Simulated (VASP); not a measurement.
# Fe (Fmmm) in VASP: a series of runs

The runs below take Fe through electric field gradients, with LDA.

Everything below comes from runs of VASP 6.6.1. Logs are shortened: lines on timing, memory, paths and dates and some standing lists are left out, and cuts for length are marked.

### Step 1. The cell of the first run

Symmetry: Fmmm, No. 69, orthorhombic system. Conventional cell: a = 2.937 Å, b = 3.806 Å, c = 3.930 Å, α = 90.00°, β = 90.00°, γ = 90.00°. Within 3.2 Å of Fe (site symmetry mmm) lie 14 Fe at 2.40 to 2.94 Å.

### Step 2. Electric field gradients, LDA, collinear spin, ferromagnetic start (equal xx and yy strain of -2 %)

INCAR

```
PREC = Accurate
ENCUT = 520
EDIFF = 1E-8
ISMEAR = -1
SIGMA = 0.05
LREAL = F
LASPH = T
NELM = 150
ALGO = Normal
ISIF = 2
LWAVE = F
LCHARG = F
ISPIN = 2
MAGMOM = 3
LORBIT = 11
LMAXMIX = 4
GGA = CA
LEFG = T
NBANDS = 14
```

KPOINTS

```
regular mesh
0
Gamma
  16 16 16
```

POSCAR

```
Fe
1.0
    0.0000000000      1.9029048968      1.9651051623
    1.4684709157      0.0000000000      1.9651051623
    1.4684709157      1.9029048968      0.0000000000
Fe
1
Direct
    0.0000000000      0.0000000000      0.0000000000
```

Potentials or basis: VASP PAW LDA potentials, release 64 (Fe).

On the command line:

```bash
cat potpaw_LDA.64/Fe/POTCAR > POTCAR
mpirun -np 1 vasp_std > vasp.out
```

OUTCAR:

```text
PREC = Accurate
   ENCUT = 520
   EDIFF = 1E-8
   ISMEAR = -1
   LREAL = F
   LASPH = T
   NELM = 150
   ISIF = 2
   ISPIN = 2
   LORBIT = 11
   GGA = CA

 ion  position               nearest neighbor table
   1  0.000  0.000  0.000-

  LATTYP: Found a face centered orthorhombic cell.
 ALAT       =     2.9369418314
 B/A-ratio  =     1.2958410524
 C/A-ratio  =     1.3381982178

  Lattice vectors:

 A1 = (   0.0000000000,   1.9029048968,   1.9651051623)
 A2 = (   1.4684709157,   0.0000000000,   1.9651051623)
 A3 = (   1.4684709157,   1.9029048968,   0.0000000000)

Analysis of symmetry for initial positions (statically):
=====================================================================
 Subroutine PRICEL returns:
 Original cell was already a primitive cell.

 Routine SETGRP: Setting up the symmetry group for a
 face centered orthorhombic supercell.

 Subroutine GETGRP returns: Found  8 space group operations
 (whereof  8 operations were pure point group operations)
 out of a pool of  8 trial point group operations.

The static configuration has the point symmetry D_2h.

Analysis of symmetry for dynamics (positions and initial velocities):
=====================================================================
 Subroutine PRICEL returns:
 Original cell was already a primitive cell.

 Routine SETGRP: Setting up the symmetry group for a
 face centered orthorhombic supercell.

 Subroutine GETGRP returns: Found  8 space group operations
 (whereof  8 operations were pure point group operations)
 out of a pool of  8 trial point group operations.

The dynamic configuration has the point symmetry D_2h.

Analysis of structural, dynamic, and magnetic symmetry:
=====================================================================
 Subroutine PRICEL returns:
 Original cell was already a primitive cell.

 Routine SETGRP: Setting up the symmetry group for a
 face centered orthorhombic supercell.

 Subroutine GETGRP returns: Found  8 space group operations
 (whereof  8 operations were pure point group operations)
 out of a pool of  8 trial point group operations.

The overall configuration has the point symmetry D_2h.

 Subroutine INISYM returns: Found  8 space group operations
 (whereof  8 operations are pure point group operations),
 and found     1 'primitive' translations

----------------------------------------------------------------------------------------

                                     Primitive cell

  volume of cell :      10.9824

  direct lattice vectors                    reciprocal lattice vectors
     0.000000000  1.902904897  1.965105162    -0.340490230  0.262756169  0.254439309
     1.468470916  0.000000000  1.965105162     0.340490230 -0.262756169  0.254439309
     1.468470916  1.902904897  0.000000000     0.340490230  0.262756169 -0.254439309

  length of vectors
     2.735449752  2.453170424  2.403633474     0.499713681  0.499713681  0.499713681

  position of ions in fractional coordinates (direct lattice)
     0.000000000  0.000000000  0.000000000

  ion indices of the primitive-cell ions
   primitive index   ion index
                 1           1

----------------------------------------------------------------------------------------

 KPOINTS: regular mesh

Automatic generation of k-mesh.
 Grid dimensions read from file:
 generate k-points for:   16   16   16

 Generating k-lattice:

  Cartesian coordinates                     Fractional coordinates (reciprocal lattice)
    -0.021280639  0.016422261  0.015902457     0.062500000  0.000000000  0.000000000
     0.021280639 -0.016422261  0.015902457     0.000000000  0.062500000 -0.000000000
     0.021280639  0.016422261 -0.015902457    -0.000000000 -0.000000000  0.062500000

  Length of vectors
     0.031232105  0.031232105  0.031232105

  Shift w.r.t. Gamma in fractional coordinates (k-lattice)
     0.000000000  0.000000000  0.000000000

 Subroutine IBZKPT returns following result:
 ===========================================

 Found    621 irreducible k-points:

 Following reciprocal coordinates:
            Coordinates               Weight
  0.000000  0.000000  0.000000      1.000000
  0.062500 -0.000000 -0.000000      8.000000
  0.125000 -0.000000 -0.000000      8.000000
  0.187500  0.000000 -0.000000      8.000000
  0.250000 -0.000000 -0.000000      8.000000
  0.312500  0.000000 -0.000000      8.000000
[... 16 lines left out ...]
 -0.125000  0.062500  0.000000      8.000000
 -0.062500  0.062500  0.000000      4.000000
 [... further k-points ...]
   k-points           NKPTS =    621   k-points in BZ     NKDIM =    621   number of bands    NBANDS=     14
   number of dos      NEDOS =    301   number of ions     NIONS =      1
   total plane-waves  NPLWV =   6480
   dimension x,y,z NGX =    20 NGY =   18 NGZ =   18
   dimension x,y,z NGXF=    40 NGYF=   36 NGZF=   36
   ions per type =               1
   NGX,Y,Z   is equivalent  to a cutoff of  12.15, 12.20, 12.45 a.u.
   NGXF,Y,Z  is equivalent  to a cutoff of  24.31, 24.40, 24.90 a.u.
 SYSTEM =  unknown system
   PREC   = accura    normal or accurate (medium, high low for compatibility)
   ISTART =      0    job   : 0-new  1-cont  2-samecut
   ICHARG =      2    charge: 1-file 2-atom 10-const
   ISPIN  =      2    spin polarized calculation?
   LNONCOLLINEAR =      F non collinear calculations
   LSORBIT =      F    spin-orbit coupling
   LASPH  =      T    aspherical Exc in radial PAW
   ENCUT  =  520.0 eV  38.22 Ry    6.18 a.u.   5.09  4.56  4.47*2*pi/ulx,y,z
   NELM   =    150;   NELMIN=  2; NELMDL= -5     # of ELM steps
   EDIFF  = 0.1E-07   stopping-criterion for ELM
   LREAL  =      F    real-space projection
   EDIFFG = 0.1E-06   stopping-criterion for IOM
   NSW    =      0    number of steps for IOM
   IBRION =     -1    ionic relax: 0-MD 1-quasi-New 2-CG
   NFREE  =      0    steps in history (QN), initial steepest desc. (CG)
   ISIF   =      2    stress and relaxation
   ISYM   =      2    0-nonsym 1-usesym 2-fastsym
   POTIM  = 0.5000    time-step for ionic-motion
   TEBEG  =    0.0;   TEEND  =   0.0 temperature during run
   PSTRESS=    0.0 pullay stress
   NELECT =       8.0000    total number of electrons
   NUPDOWN=      -1.0000    fix difference up-down
   EMIN   =  10.00;   EMAX   =-10.00  energy-range for DOS
   EFERMI =   0.00;   METHOD = LEGACY
   ISMEAR =    -1;   SIGMA  =   0.05  broadening in eV -4-tet -1-fermi 0-gaus
   EFERMI_NEDOS =   21; number of points for ismear=-14 and -15
   IALGO  =     38    algorithm
   IMIX   =      4    mixing-type and parameters
     AMIX     =   0.40;   BMIX     =  1.00
     AMIX_MAG =   1.60;   BMIX_MAG =  1.00
  volume/ion in A,a.u.               =      10.98        74.11
  Fermi-wavevector in a.u.,A,eV,Ry     =   1.473009  2.783584 29.521318  2.169756
  Thomas-Fermi vector in A             =   2.587954
   LORBIT       =     11    0 simple, 1 ext, 2 COOP (PROOUT), +10 PAW based schemes
   GGA     = CA    functional components
   LHFCALC =     F    Hartree Fock is set to
   AEXX    =    0.0000 exact exchange contribution
   IVDW    =     0    specifies the selected vdW correction
   LEPSILON=     F    determine dielectric tensor
   LRPA    =     F    only Hartree local field effects (RPA)
 spin polarized calculation
  energy-cutoff  :      520.00
  volume of cell :       10.98
 maximum number of plane-waves:       313
   NGX = 11   NGY =  9   NGZ =  9

 number of electron       8.0000004 magnetization       2.0454766

 Free energy of the ion-electron system (eV)
  ---------------------------------------------------
  ext. energy  EPLUGINS =         0.00000000
  ---------------------------------------------------
  free energy    TOTEN  =        -9.18316901 eV

  energy without entropy =       -9.17356980  energy(sigma->0) =       -9.17836941

 E-fermi :   6.0940     XC(G=0): -13.6081

 val. band max:        6.0926733044   @ k =   0.4375   0.1250   0.1250
 cond. band min:       6.0961400100   @ k =  -0.2500   0.3750   0.2500
 fundamental gap:      0.0034667056
 Fermi energy:         6.0940268089

 spin component 1

 k-point     1 :       0.0000    0.0000    0.0000
  band No.  band energies     occupation
      1      -2.6755      1.00000
      2       3.4603      1.00000
      3       3.7482      1.00000
      4       3.9889      1.00000
      5       4.9138      1.00000
      6       5.3100      1.00000
      7      30.2634      0.00000
      8      31.3404      0.00000
      9      32.1116      0.00000
     10      36.2091      0.00000
     11      36.9658      0.00000
     12      37.9448      0.00000
     13      38.0933      0.00000
     14      38.3347      0.00000
[... 375 lines left out ...]
 k-point    24 :      -0.0625    0.0625    0.0000
  band No.  band energies     occupation
      1      -2.1989      1.00000
      2       3.5352      1.00000
      3       3.6870      1.00000
      4       4.1335      1.00000
      5       4.8006      1.00000
      6       5.2623      1.00000
      7      28.3802      0.00000
      8      30.1870      0.00000
      9      31.3260      0.00000
     10      35.2909      0.00000
     11      35.9258      0.00000
     12      37.0694      0.00000
     13      37.6098      0.00000
     14      39.5003      0.00000

 [... further k-points ...]

 spin component 2

 k-point     1 :       0.0000    0.0000    0.0000
  band No.  band energies     occupation
      1      -2.3011      1.00000
      2       5.0583      1.00000
      3       5.4292      1.00000
      4       5.7215      0.99942
      5       7.0117      0.00000
      6       7.5387      0.00000
      7      30.4201      0.00000
      8      31.5062      0.00000
      9      32.3185      0.00000
     10      36.7638      0.00000
     11      37.3685      0.00000
     12      38.7753      0.00000
     13      38.8840      0.00000
     14      39.1316      0.00000
[... 375 lines left out ...]
 k-point    24 :      -0.0625    0.0625    0.0000
  band No.  band energies     occupation
      1      -1.8211      1.00000
      2       5.1383      1.00000
      3       5.3536      1.00000
      4       5.8654      0.98977
      5       6.8704      0.00000
      6       7.4855      0.00000
      7      28.7878      0.00000
      8      30.6014      0.00000
      9      31.5333      0.00000
     10      35.8078      0.00000
     11      36.5982      0.00000
     12      37.7236      0.00000
     13      38.1520      0.00000
     14      40.2823      0.00000

 [... further k-points ...]

------------------------ aborting loop because EDIFF is reached ----------------------------------------

  FORCE on cell =-STRESS in cart. coord.  units (eV):
  Direction    XX          YY          ZZ          XY          YZ          ZX
  --------------------------------------------------------------------------------------
  -------------------------------------------------------------------------------------
  Total       -1.2366034     -0.4545109     -0.8532690      0.0000000      0.0000000      0.0000000
  in kB     -180.4026077    -66.3065779   -124.4796401      0.0000000      0.0000000      0.0000000
  external PRESSURE =    -123.7296086 kB  Pullay stress =       0.0000000 kB

 VOLUME and BASIS-vectors are now :
 -----------------------------------------------------------------------------
  energy-cutoff  :      520.00
  volume of cell :       10.98
      direct lattice vectors                 reciprocal lattice vectors
     0.000000000  1.902904897  1.965105162    -0.340490230  0.262756169  0.254439309
     1.468470916  0.000000000  1.965105162     0.340490230 -0.262756169  0.254439309
     1.468470916  1.902904897  0.000000000     0.340490230  0.262756169 -0.254439309

 POSITION                                       TOTAL-FORCE (eV/Angst)
 -----------------------------------------------------------------------------------
      0.00000      0.00000      0.00000         0.000000      0.000000      0.000000
 -----------------------------------------------------------------------------------
    total drift:                                0.000000      0.000000      0.000000

  FREE ENERGIE OF THE ION-ELECTRON SYSTEM (eV)
  ---------------------------------------------------
  free  energy   TOTEN  =        -9.1831690090 eV

  energy  without entropy=       -9.1735698040  energy(sigma->0) =       -9.17836941

 Electric field gradients (V/A^2)
---------------------------------------------------------------------
 ion       V_xx      V_yy      V_zz      V_xy      V_xz      V_yz
---------------------------------------------------------------------
   1       8.509    -5.085    -3.425     0.001     0.001     0.000
---------------------------------------------------------------------

 Electric field gradients after diagonalization (V/A^2)
 (convention: |V_zz| > |V_xx| > |V_yy|)
----------------------------------------------------------------------
 ion       V_xx      V_yy      V_zz     asymmetry (V_yy - V_xx)/ V_zz
----------------------------------------------------------------------
   1      -5.085    -3.425     8.509       0.195
----------------------------------------------------------------------

           NMR quadrupolar parameters

 Cq : quadrupolar parameter    Cq=e*Q*V_zz/h
 eta: asymmetry parameters     (V_yy - V_xx)/ V_zz
 Q  : nuclear electric quadrupole moment in mb (millibarn)
----------------------------------------------------------------------
 ion       Cq(MHz)       eta       Q (mb)
----------------------------------------------------------------------
   1       0.021       0.195       1.000
----------------------------------------------------------------------

 total charge

# of ion       s       p       d       tot
------------------------------------------
    1        0.503   0.564   6.285   7.353

 magnetization (x)

# of ion       s       p       d       tot
------------------------------------------
    1       -0.010  -0.032   2.059   2.017
```

Run time: 3.8 min. Hardware: 1 thread of Intel Xeon 6975P-C, shared host; peak memory 0.25 GiB.

Results:

| Quantity | Value |
| --- | --- |
| Free energy | -9.1832 eV |
| Pressure | -12.4 GPa |
| Net moment | 2.05 μB per cell |
| Site moments | Fe +2.02 μB |
| Valence electrons inside the program's atomic spheres | Fe 7.35 |

Electric field gradients, principal values (V/Å²):
```
atom   least  middle  greatest (by size)
1 Fe  -3.425  -5.085               8.509
```

Caveat: the cell differs from its parent crystal (equal xx and yy strain of -2 %); without QUAD_EFG the Cq values of the log hold for a quadrupole moment of 1 mb, not for the nuclei.

[end of part 1 of 3]
